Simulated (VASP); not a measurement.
# LiNbO3 (R3c) in VASP: a series of runs, part 2 of 2

VASP 6.6.1. Earlier steps stand in the parts before.

### Step 3. Single point, PBEsol

This run uses another cell than the first one, of 10.73 Å³/atom.

File INCAR:

```
SYSTEM = LiNbO3
ALGO = Normal ; EDIFF = 1E-7
ENCUT = 520 ; GGA = PS
ISIF = 2 ; ISMEAR = 0
LASPH = .True. ; LCHARG = .False.
LREAL = .False. ; LWAVE = .False.
NBANDS = 45 ; NELM = 80
PREC = Accurate ; SIGMA = 0.1
```

File KPOINTS:

```
k-points
0
Gamma
  6 6 6
  0 0 0
```

File POSCAR:

```
LiNbO3
1.0
    2.5770834800      1.4878798400      4.6625706200
   -2.5770834800      1.4878798400      4.6625706200
    0.0000000000     -2.9757596800      4.6625706200
Li Nb O
2 2 6
Direct
    0.7054734700      0.7054734700      0.7054734700
    0.2054734700      0.2054734700      0.2054734700
    0.9875072800      0.9875072800      0.9875072800
    0.4875072800      0.4875072800      0.4875072800
    0.8824795800      0.2700917500      0.6208967100
    0.6208967100      0.8824795800      0.2700917500
    0.2700917500      0.6208967100      0.8824795800
    0.7700917500      0.3824795800      0.1208967100
    0.3824795800      0.1208967100      0.7700917500
    0.1208967100      0.7700917500      0.3824795800
```

Potentials or basis: VASP PAW PBE potentials, release 64 (Li_sv, Nb_sv, O).

Launch:

```bash
$ cat potpaw_PBE.64/Li_sv/POTCAR potpaw_PBE.64/Nb_sv/POTCAR potpaw_PBE.64/O/POTCAR > POTCAR
$ mpirun -np 1 vasp_std > vasp.out
```

OUTCAR:

```text
SYSTEM = LiNbO3
   EDIFF = 1E-7
   ENCUT = 520
   GGA = PS
   ISIF = 2
   ISMEAR = 0
   LASPH = .True.
   LREAL = .False.
   NELM = 80
   PREC = Accurate

 ion  position               nearest neighbor table
   1  0.705  0.705  0.705-  10 2.04   8 2.04   9 2.04   6 2.25   7 2.25   5 2.25
   2  0.205  0.205  0.205-   7 2.04   5 2.04   6 2.04   9 2.25  10 2.25   8 2.25
   3  0.988  0.988  0.988-   6 1.90   5 1.90   7 1.90   9 2.15  10 2.15   8 2.15
   4  0.488  0.488  0.488-   9 1.90   8 1.90  10 1.90   6 2.15   7 2.15   5 2.15
   5  0.882  0.270  0.621-   3 1.90   2 2.04   4 2.15   1 2.25
   6  0.621  0.882  0.270-   3 1.90   2 2.04   4 2.15   1 2.25
   7  0.270  0.621  0.882-   3 1.90   2 2.04   4 2.15   1 2.25
   8  0.770  0.382  0.121-   4 1.90   1 2.04   3 2.15   2 2.25
   9  0.382  0.121  0.770-   4 1.90   1 2.04   3 2.15   2 2.25
  10  0.121  0.770  0.382-   4 1.90   1 2.04   3 2.15   2 2.25

  LATTYP: Found a trigonal (rhomboedric) cell.
 ALAT       =     5.5312485451
 COS(alpha) =     0.5658491840

  Lattice vectors:

 A1 = (   2.5770834800,   1.4878798400,   4.6625706200)
 A2 = (  -2.5770834800,   1.4878798400,   4.6625706200)
 A3 = (   0.0000000000,  -2.9757596800,   4.6625706200)

Analysis of symmetry for initial positions (statically):
=====================================================================
 Subroutine PRICEL returns:
 Original cell was already a primitive cell.

 Routine SETGRP: Setting up the symmetry group for a
 trigonal (rhombohedral) supercell.

 Subroutine GETGRP returns: Found  6 space group operations
 (whereof  3 operations were pure point group operations)
 out of a pool of 12 trial point group operations.

The static configuration has the point symmetry C_3 .
 The point group associated with its full space group is C_3v.

Analysis of symmetry for dynamics (positions and initial velocities):
=====================================================================
 Subroutine PRICEL returns:
 Original cell was already a primitive cell.

 Routine SETGRP: Setting up the symmetry group for a
 trigonal (rhombohedral) supercell.

 Subroutine GETGRP returns: Found  6 space group operations
 (whereof  3 operations were pure point group operations)
 out of a pool of 12 trial point group operations.

The dynamic configuration has the point symmetry C_3 .
 The point group associated with its full space group is C_3v.

 Subroutine INISYM returns: Found  6 space group operations
 (whereof  3 operations are pure point group operations),
 and found     1 'primitive' translations

----------------------------------------------------------------------------------------

                                     Primitive cell

  volume of cell :     107.2687

  direct lattice vectors                    reciprocal lattice vectors
     2.577083480  1.487879840  4.662570620     0.194017774  0.112016214  0.071491321
    -2.577083480  1.487879840  4.662570620    -0.194017774  0.112016214  0.071491321
     0.000000000 -2.975759680  4.662570620     0.000000000 -0.224032428  0.071491321

  length of vectors
     5.531248545  5.531248545  5.531248544     0.235162790  0.235162790  0.235162790

  position of ions in fractional coordinates (direct lattice)
     0.705473470  0.705473470  0.705473470
     0.205473470  0.205473470  0.205473470
     0.987507280  0.987507280  0.987507280
[... 54 lines left out ...]
  0.333333  0.166667  0.000000     12.000000
[... 16 lines left out ...]
  0.500000  0.500000  0.166667      6.000000
 -0.333333  0.500000  0.166667     12.000000
 [... further k-points ...]
   k-points           NKPTS =     32   k-points in BZ     NKDIM =     32   number of bands    NBANDS=     45
   number of dos      NEDOS =    301   number of ions     NIONS =     10
   total plane-waves  NPLWV =  74088
   dimension x,y,z NGX =    42 NGY =   42 NGZ =   42
   dimension x,y,z NGXF=    84 NGYF=   84 NGZF=   84
   ions per type =               2   2   6
   NGX,Y,Z   is equivalent  to a cutoff of  12.62, 12.62, 12.62 a.u.
   NGXF,Y,Z  is equivalent  to a cutoff of  25.25, 25.25, 25.25 a.u.
 SYSTEM =  LiNbO3
   PREC   = accura    normal or accurate (medium, high low for compatibility)
   ISTART =      0    job   : 0-new  1-cont  2-samecut
   ICHARG =      2    charge: 1-file 2-atom 10-const
   ISPIN  =      1    spin polarized calculation?
   LNONCOLLINEAR =      F non collinear calculations
   LSORBIT =      F    spin-orbit coupling
   LASPH  =      T    aspherical Exc in radial PAW
   ENCUT  =  520.0 eV  38.22 Ry    6.18 a.u.  10.28 10.28 10.28*2*pi/ulx,y,z
   NELM   =     80;   NELMIN=  2; NELMDL= -5     # of ELM steps
   EDIFF  = 0.1E-06   stopping-criterion for ELM
   LREAL  =      F    real-space projection
   EDIFFG = 0.1E-05   stopping-criterion for IOM
   NSW    =      0    number of steps for IOM
   IBRION =     -1    ionic relax: 0-MD 1-quasi-New 2-CG
   NFREE  =      0    steps in history (QN), initial steepest desc. (CG)
   ISIF   =      2    stress and relaxation
   ISYM   =      2    0-nonsym 1-usesym 2-fastsym
   POTIM  = 0.5000    time-step for ionic-motion
   TEBEG  =    0.0;   TEEND  =   0.0 temperature during run
   PSTRESS=    0.0 pullay stress
   NELECT =      68.0000    total number of electrons
   NUPDOWN=      -1.0000    fix difference up-down
   EMIN   =  10.00;   EMAX   =-10.00  energy-range for DOS
   EFERMI =   0.00;   METHOD = LEGACY
   ISMEAR =     0;   SIGMA  =   0.10  broadening in eV -4-tet -1-fermi 0-gaus
   EFERMI_NEDOS =   21; number of points for ismear=-14 and -15
   IALGO  =     38    algorithm
   IMIX   =      4    mixing-type and parameters
     AMIX     =   0.40;   BMIX     =  1.00
     AMIX_MAG =   1.60;   BMIX_MAG =  1.00
  volume/ion in A,a.u.               =      10.73        72.39
  Fermi-wavevector in a.u.,A,eV,Ry     =   1.406329  2.657576 26.909059  1.977760
  Thomas-Fermi vector in A             =   2.528700
   LORBIT       =      0    0 simple, 1 ext, 2 COOP (PROOUT), +10 PAW based schemes
   GGA     = PS    functional components
   LHFCALC =     F    Hartree Fock is set to
   AEXX    =    0.0000 exact exchange contribution
   IVDW    =     0    specifies the selected vdW correction
   LEPSILON=     F    determine dielectric tensor
   LRPA    =     F    only Hartree local field effects (RPA)
 non-spin polarized calculation
 Gauss-broadening in eV      SIGMA  =   0.10
  energy-cutoff  :      520.00
  volume of cell :      107.27
 maximum number of plane-waves:      2940
 NGX is ok and might be reduce to    42
   NGX = 21   NGY = 21   NGZ = 21

 number of electron      68.0000010 magnetization

 Free energy of the ion-electron system (eV)
  ---------------------------------------------------
  ext. energy  EPLUGINS =         0.00000000
  ---------------------------------------------------
  free energy    TOTEN  =       -83.37053607 eV

  energy without entropy =      -83.37053607  energy(sigma->0) =      -83.37053607

 E-fermi :   3.8886     XC(G=0): -11.0185

 val. band max:        3.3437066997   @ k =   0.1667   0.1667   0.1667
 cond. band min:       6.7732518452   @ k =  -0.3333   0.3333   0.0000
 fundamental gap:      3.4295451455
 Fermi energy:         3.8885747522

 k-point     1 :       0.0000    0.0000    0.0000
  band No.  band energies     occupation
      1     -50.8344      2.00000
      2     -50.8202      2.00000
      3     -38.3922      2.00000
      4     -38.3894      2.00000
      5     -27.1300      2.00000
      6     -27.1300      2.00000
[... 1141 lines left out ...]
     44      12.5529      0.00000
     45      13.6372      0.00000

 [... further k-points ...]
[... 5 lines left out ...]
  --------------------------------------------------------------------------------------
  -------------------------------------------------------------------------------------
  Total       -4.2939880     -4.2939880     -4.0494453      0.0000000      0.0000000      0.0000000
  in kB      -64.1354864    -64.1354863    -60.4829681      0.0000000      0.0000000      0.0000000
  external PRESSURE =     -62.9179803 kB  Pullay stress =       0.0000000 kB

 VOLUME and BASIS-vectors are now :
 -----------------------------------------------------------------------------
  energy-cutoff  :      520.00
  volume of cell :      107.27
      direct lattice vectors                 reciprocal lattice vectors
     2.577083480  1.487879840  4.662570620     0.194017774  0.112016214  0.071491321
    -2.577083480  1.487879840  4.662570620    -0.194017774  0.112016214  0.071491321
     0.000000000 -2.975759680  4.662570620     0.000000000 -0.224032428  0.071491321

 POSITION                                       TOTAL-FORCE (eV/Angst)
 -----------------------------------------------------------------------------------
      0.00000      0.00000      9.86796         0.000000     -0.000000     -0.020077
      0.00000      0.00000      2.87410         0.000000     -0.000000     -0.020077
      0.00000      0.00000     13.81297         0.000000     -0.000000     -0.156693
      0.00000      0.00000      6.81911         0.000000     -0.000000     -0.156693
      1.57817     -0.13275      8.26892         0.100364     -0.498947      0.058923
     -0.67412      1.43312      8.26892         0.381919      0.336392      0.058923
     -0.90405     -1.30036      8.26892        -0.482283      0.162556      0.058923
      0.99891      1.35513      5.93763        -0.100364     -0.498947      0.058923
      0.67412     -1.54264      5.93763        -0.381919      0.336392      0.058923
     -1.67303      0.18752      5.93763         0.482283      0.162556      0.058923
 -----------------------------------------------------------------------------------
    total drift:                                0.000000      0.000001     -0.000285

  FREE ENERGIE OF THE ION-ELECTRON SYSTEM (eV)
  ---------------------------------------------------
  free  energy   TOTEN  =       -83.3705360672 eV

  energy  without entropy=      -83.3705360672  energy(sigma->0) =      -83.37053607
```

Run time: 2.1 min. Hardware: 1 thread of AMD EPYC 9R45 (Zen 5), shared host; peak memory 0.28 GiB.

What came out:

```
Free energy            : -83.3705 eV
Largest force          : 0.512 eV/Å
Band gap on the k mesh : 3.43 eV (least direct gap 3.48 eV)
```

Forces on the atoms (eV/Å):
```
Li   0.000  0.000 -0.020
Li   0.000  0.000 -0.020
Nb   0.000  0.000 -0.157
Nb   0.000  0.000 -0.157
O    0.100 -0.499  0.059
O    0.382  0.336  0.059
O   -0.482  0.163  0.059
O   -0.100 -0.499  0.059
O   -0.382  0.336  0.059
O    0.482  0.163  0.059
```

Caveat: the cutoff is under 1.25 times the usual one of these potentials, so pressure, stress and relaxed cells hold a basis-set (Pulay) error; the PAW data sets were made with another functional, which shifts forces and pressure a little. A k mesh can miss the band edges.

### Step 4. Relaxation of cell and atoms, PBEsol

This run uses another cell than the first one, of 10.73 Å³/atom.

File INCAR:

```
SYSTEM = LiNbO3
  PREC = Accurate
  ENCUT = 600
  EDIFF = 1E-6
  ISMEAR = 0
  SIGMA = 0.02
  LREAL = .FALSE.
  LASPH = .TRUE.
  NELM = 80
  ALGO = Normal
  ISIF = 3
  LWAVE = .FALSE.
  LCHARG = .FALSE.
  GGA = PS
  IBRION = 2
  NSW = 100
  EDIFFG = -0.002
```

File KPOINTS:

```
Automatic mesh
0
G
  6 6 6
  0 0 0
```

POSCAR is that of step 3.

Launch:

```bash
$ cat potpaw_PBE.64/Li_sv/POTCAR potpaw_PBE.64/Nb_sv/POTCAR potpaw_PBE.64/O/POTCAR > POTCAR
$ mpirun -np 1 vasp_std > vasp.out
```

Wall time 26 min (1 thread of AMD EPYC 9R45 (Zen 5), shared host); peak memory 0.41 GiB.

Results (log left out):

* Free energy: -83.4694 eV
* Relaxed volume: 10.48 Å³/atom
* Relaxed cell: a = 5.473 Å, b = 5.473 Å, c = 5.473 Å, α = 55.89°, β = 55.89°, γ = 55.89°
* Space group after relaxing (to 0.1 Å): R3c (No. 161)
* Energy gained by relaxing: 8.4 meV/atom
* Ionic steps: 34
* Pressure after relaxing: 0.0 GPa
* Band gap on the k mesh: 3.49 eV (least direct gap 3.51 eV)

Step by step:
```tsv
step	energy change (eV)	largest force (eV/Å)	pressure (GPa)	volume (Å³)
1	0.0000	0.5138	-6.50	107.27
2	0.1013	0.9990	11.14	100.65
3	-0.0726	0.2228	-0.16	104.58
4	-0.0727	0.2314	-0.04	104.52
5	-0.0790	0.0921	0.14	104.28
6	-0.0805	0.0614	0.32	104.08
7	-0.0820	0.0539	0.06	104.36
8	-0.0829	0.0462	-0.30	104.72
9	-0.0831	0.0521	0.45	104.60
10	-0.0834	0.0266	0.15	104.65
11	-0.0836	0.0181	0.10	104.75
12	-0.0838	0.0105	0.01	104.89
13	-0.0838	0.0106	0.02	104.87
14	-0.0838	0.0105	-0.11	104.89
15	-0.0838	0.0097	-0.07	104.89
16	-0.0838	0.0078	0.01	104.84
17	-0.0838	0.0078	0.02	104.82
18	-0.0838	0.0072	0.04	104.80
19	-0.0838	0.0074	0.03	104.81
20	-0.0838	0.0086	0.05	104.82
21	-0.0838	0.0085	0.04	104.82
22	-0.0838	0.0061	0.01	104.83
23	-0.0838	0.0055	-0.03	104.84
24	-0.0838	0.0057	0.03	104.82
25	-0.0838	0.0045	0.04	104.82
26	-0.0839	0.0049	0.01	104.83
27	-0.0839	0.0046	0.01	104.84
28	-0.0838	0.0047	0.00	104.85
29	-0.0838	0.0056	0.00	104.84
30	-0.0838	0.0051	0.00	104.84
31	-0.0838	0.0050	0.01	104.84
32	-0.0838	0.0023	-0.01	104.85
33	-0.0838	0.0020	-0.02	104.85
34	-0.0838	0.0018	-0.02	104.84
```

Final structure:
```yaml
crystal:
  lattice:
    - [2.56444, 1.48058, 4.60215]
    - [-2.56444, 1.48058, 4.60215]
    - [0.00000, -2.96116, 4.60215]
  atoms:
    - { symbol: Li, position: [0.70596, 0.70596, 0.70596] }
    - { symbol: Li, position: [0.20596, 0.20596, 0.20596] }
    - { symbol: Nb, position: [0.98856, 0.98856, 0.98856] }
    - { symbol: Nb, position: [0.48856, 0.48856, 0.48856] }
    - { symbol: O, position: [0.87743, 0.26818, 0.62632] }
    - { symbol: O, position: [0.62632, 0.87743, 0.26818] }
    - { symbol: O, position: [0.26818, 0.62632, 0.87743] }
    - { symbol: O, position: [0.76818, 0.37743, 0.12632] }
    - { symbol: O, position: [0.37743, 0.12632, 0.76818] }
    - { symbol: O, position: [0.12632, 0.76818, 0.37743] }
```

Levels at points of the mesh, in eV from the valence-band top:
| k point | band 30 | band 31 | band 32 | band 33 | band 34 | band 35 | band 36 | band 37 | band 38 | band 39 |
| --- | --- | --- | --- | --- | --- | --- | --- | --- | --- | --- |
| (0.00, 0.00, 0.00) | -0.66 | -0.66 | -0.50 | -0.01 | -0.01 | 3.49 | 3.49 | 3.94 | 5.14 | 5.14 |
| (0.50, 0.00, 0.00) | -0.44 | -0.30 | -0.30 | -0.22 | -0.22 | 3.88 | 3.88 | 4.70 | 4.70 | 4.92 |
| (0.50, 0.50, 0.00) | -0.97 | -0.70 | -0.67 | -0.46 | -0.21 | 3.57 | 4.09 | 4.59 | 4.61 | 5.27 |
| (0.50, 0.50, 0.50) | -0.64 | -0.31 | -0.31 | -0.31 | -0.31 | 4.62 | 4.62 | 4.84 | 4.84 | 4.84 |

Caveat: the cutoff is under 1.25 times the usual one of these potentials, so pressure, stress and relaxed cells hold a basis-set (Pulay) error; the PAW data sets were made with another functional, which shifts forces and pressure a little. A k mesh can miss the band edges.

### Step 5. Overview

```tsv
task	cell	cutoff (eV)	smearing	gap on the mesh (eV)	largest force (eV/Å)
single point	a = 5.479 Å, angles 55.9°, 10 atoms, atomic positions A	520	gaussian 0.02 eV	3.52	0.05
single point	a = 5.531 Å, angles 55.5°, 10 atoms, atomic positions B	520	gaussian 0.1 eV	3.43	0.51
relaxation of cell and atoms	relaxed from a = 5.531 Å, angles 55.5°, 10 atoms, atomic positions B	600	gaussian 0.02 eV	3.49	-
```

Alike in all rows: level PBEsol; potentials or basis VASP PAW PBE potentials, release 64 (Li_sv, Nb_sv, O); no spin polarisation; k mesh 6 × 6 × 6.

Caveats: the cutoff is under 1.25 times the usual one of these potentials, so pressure, stress and relaxed cells hold a basis-set (Pulay) error; the PAW data sets were made with another functional, which shifts forces and pressure a little.

Total energies depend on the potentials used, so only differences within one code and one set of settings carry meaning.
